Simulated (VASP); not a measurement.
# Bi2Te3 (R-3m) in VASP: notebook, part 2 of 2

VASP 6.6.1. Earlier steps stand in the parts before.

### 3 Single point, PBEsol

The input, INCAR:

```
SYSTEM = Bi2Te3
PREC = Accurate ; ENCUT = 520
EDIFF = 1E-7 ; ISMEAR = -1
SIGMA = 0.1 ; LREAL = .False.
LASPH = .True. ; NELM = 100
ALGO = Normal ; ISIF = 2
LWAVE = .False. ; LCHARG = .False.
GGA = PS ; NBANDS = 32
```

The input, KPOINTS:

```
regular mesh
0
Gamma
  8 8 8
  0 0 0
```

The input, POSCAR:

```
Bi2Te3
1.0
    2.1911778111      1.2650770991     10.0946047193
   -2.1911778111      1.2650770991     10.0946047193
    0.0000000000     -2.5301541982     10.0946047193
Bi Te
2 3
Direct
    0.3998900370      0.3998900370      0.3998900370
    0.6001099630      0.6001099630      0.6001099630
    0.0000000000      0.0000000000      0.0000000000
    0.2099055104      0.2099055104      0.2099055104
    0.7900944896      0.7900944896      0.7900944896
```

Potentials or basis: VASP PAW PBE potentials, release 64 (Bi_d, Te).

On the command line:

```console
$ cat potpaw_PBE.64/Bi_d/POTCAR potpaw_PBE.64/Te/POTCAR > POTCAR
$ mpirun -np 1 vasp_std > vasp.out
```

OUTCAR:

```text
SYSTEM = Bi2Te3
   PREC = Accurate
   ENCUT = 520
   EDIFF = 1E-7
   ISMEAR = -1
   LREAL = .False.
   LASPH = .True.
   NELM = 100
   ISIF = 2
   GGA = PS

 ion  position               nearest neighbor table
   1  0.400  0.400  0.400-   5 3.06   5 3.06   5 3.06   3 3.23   3 3.23   3 3.23
   2  0.600  0.600  0.600-   4 3.06   4 3.06   4 3.06   3 3.23   3 3.23   3 3.23
   3  0.000  0.000  0.000-   2 3.23   2 3.23   1 3.23   1 3.23   2 3.23   1 3.23
   4  0.210  0.210  0.210-   2 3.06   2 3.06   2 3.06   5 3.64   5 3.64   5 3.64
[... 1045 lines left out ...]
  --------------------------------------------------------------------------------------
  -------------------------------------------------------------------------------------
  Total        0.0205646      0.0205646      0.0112616      0.0000000     -0.0000000      0.0000000
  in kB        0.1962439      0.1962439      0.1074673      0.0000000     -0.0000000      0.0000000
  external PRESSURE =       0.1666517 kB  Pullay stress =       0.0000000 kB

 VOLUME and BASIS-vectors are now :
 -----------------------------------------------------------------------------
  energy-cutoff  :      520.00
  volume of cell :      167.89
      direct lattice vectors                 reciprocal lattice vectors
     2.191177811  1.265077099 10.094604719     0.228187780  0.131744276  0.033020940
    -2.191177811  1.265077099 10.094604719    -0.228187780  0.131744276  0.033020940
     0.000000000 -2.530154198 10.094604719     0.000000000 -0.263488552  0.033020940

 POSITION                                       TOTAL-FORCE (eV/Angst)
 -----------------------------------------------------------------------------------
      0.00000      0.00000     12.11020         0.000000      0.000000     -0.011079
      0.00000      0.00000     18.17362         0.000000     -0.000000      0.011079
      0.00000      0.00000      0.00000         0.000000      0.000000      0.000000
      0.00000      0.00000      6.35674         0.000000     -0.000000     -0.018690
      0.00000      0.00000     23.92707         0.000000     -0.000000      0.018690
 -----------------------------------------------------------------------------------
    total drift:                               -0.000000     -0.000000     -0.000000

  FREE ENERGIE OF THE ION-ELECTRON SYSTEM (eV)
  ---------------------------------------------------
  free  energy   TOTEN  =       -20.2980260636 eV

  energy  without entropy=      -20.2933177115  energy(sigma->0) =      -20.29567189
```

stdout:

```text
POSCAR found type information on POSCAR BiTe
 POSCAR found :  2 types and       5 ions
 scaLAPACK will be used
 -----------------------------------------------------------------------------
|                                                                             |
|                                                                             |
|     You enforced a specific xc type in the INCAR file but a different       |
|     I HOPE YOU KNOW WHAT YOU ARE DOING!                                     |
|                                                                             |
 -----------------------------------------------------------------------------

 LDA part: xc-table for (Slater+PW92), standard interpolation
 POSCAR, INCAR and KPOINTS ok, starting setup
 FFT: planning ... GRIDC
 FFT: planning ... GRID_SOFT
 FFT: planning ... GRID
 WAVECAR not read
 entering main loop
```

Run time: 33 min. Hardware: 1 thread of Oxide Virtual Turin-like, shared host; peak memory 1 GiB.

Results:

* Free energy: -20.2980 eV
* Pressure: 0.0 GPa
* Largest force: 0.019 eV/Å
* Band gap on the k mesh: 0.20 eV, direct

Forces in eV/Å, atoms in the order of the input:
```
Bi   0.000  0.000 -0.011
Bi   0.000  0.000  0.011
Te   0.000  0.000  0.000
Te   0.000  0.000 -0.019
Te   0.000  0.000  0.019
```

Levels at points of the mesh, in eV from the valence-band top:
```csv
k point,band 21,band 22,band 23,band 24,band 25,band 26,band 27,band 28
"(0.00, 0.00, 0.00)",-1.74,-0.89,-0.89,0.00,0.20,0.62,0.62,1.91
"(0.50, 0.00, 0.00)",-2.96,-2.41,-0.92,-0.51,0.54,1.07,2.73,2.82
"(0.50, 0.50, 0.00)",-2.02,-1.83,-1.56,-0.93,0.89,1.46,2.09,2.66
"(0.50, 0.50, 0.50)",-1.46,-1.18,-1.18,-0.43,0.76,1.12,1.12,1.64
```

Caveat: the PAW data sets were made with another functional, which shifts forces and pressure a little; spin-orbit coupling is left out, which moves the levels of the heavy elements. A k mesh can miss the band edges.

### 4 Single point, PBEsol

The input, INCAR:

```
SYSTEM = Bi2Te3
  PREC = Accurate
  ENCUT = 520
  EDIFF = 1E-6
  ISMEAR = 0
  SIGMA = 0.01
  LREAL = .False.
  LASPH = .True.
  NELM = 60
  ALGO = Normal
  ISIF = 2
  LWAVE = .False.
  LCHARG = .False.
  GGA = PS
  NBANDS = 32
```

KPOINTS is that of step 3.

POSCAR is that of step 3.

On the command line:

```console
$ cat potpaw_PBE.64/Bi_d/POTCAR potpaw_PBE.64/Te/POTCAR > POTCAR
$ mpirun -np 1 vasp_std > vasp.out
```

Run time: 28 min. Hardware: 1 thread of Oxide Virtual Turin-like, shared host; peak memory 1 GiB.

Results (log left out):

```yaml
Free_energy: -20.2970 eV
Pressure: 0.0 GPa
Largest_force: 0.019 eV/Å
Band_gap_on_the_k_mesh: 0.20 eV, direct
```

Forces in eV/Å, atoms in the order of the input:
```
Bi   0.000  0.000 -0.012
Bi   0.000  0.000  0.012
Te   0.000  0.000  0.000
Te   0.000  0.000 -0.019
Te   0.000  0.000  0.019
```

Levels at points of the mesh, in eV from the valence-band top:
```
           k point  band 21  band 22  band 23  band 24  band 25  band 26  band 27  band 28
(0.00, 0.00, 0.00)    -1.74    -0.89    -0.89     0.00     0.20     0.62     0.62     1.91
(0.50, 0.00, 0.00)    -2.96    -2.41    -0.92    -0.51     0.53     1.07     2.73     2.82
(0.50, 0.50, 0.00)    -2.02    -1.83    -1.56    -0.93     0.89     1.46     2.09     2.66
(0.50, 0.50, 0.50)    -1.46    -1.18    -1.18    -0.43     0.76     1.11     1.11     1.64
```

Caveat: the PAW data sets were made with another functional, which shifts forces and pressure a little; spin-orbit coupling is left out, which moves the levels of the heavy elements.

### 5 Against experiment

Step 2. Measured gap of Bi2Te3: 0.17 eV (quoted in “Vacancy and Antisite-Induced Ferromagnetism in Liquid-Phase Exfoliated Bi2Te3”, 2024, arxiv:2412.10539). This calculation gives 0.20 eV (+0.03 eV). Spin-orbit coupling on Bi, Te is left out. The value is that of PBEsol on a finite k mesh, which can miss the band edges, without temperature or zero-point motion.

Step 4. Against the measured gap of Bi2Te3, 0.17 eV (quoted in “Vacancy and Antisite-Induced Ferromagnetism in Liquid-Phase Exfoliated Bi2Te3”, 2024, arxiv:2412.10539), the calculated 0.20 eV is off by +0.03 eV. Spin-orbit coupling on Bi, Te is left out. The value is that of PBEsol on a finite k mesh, which can miss the band edges, without temperature or zero-point motion.
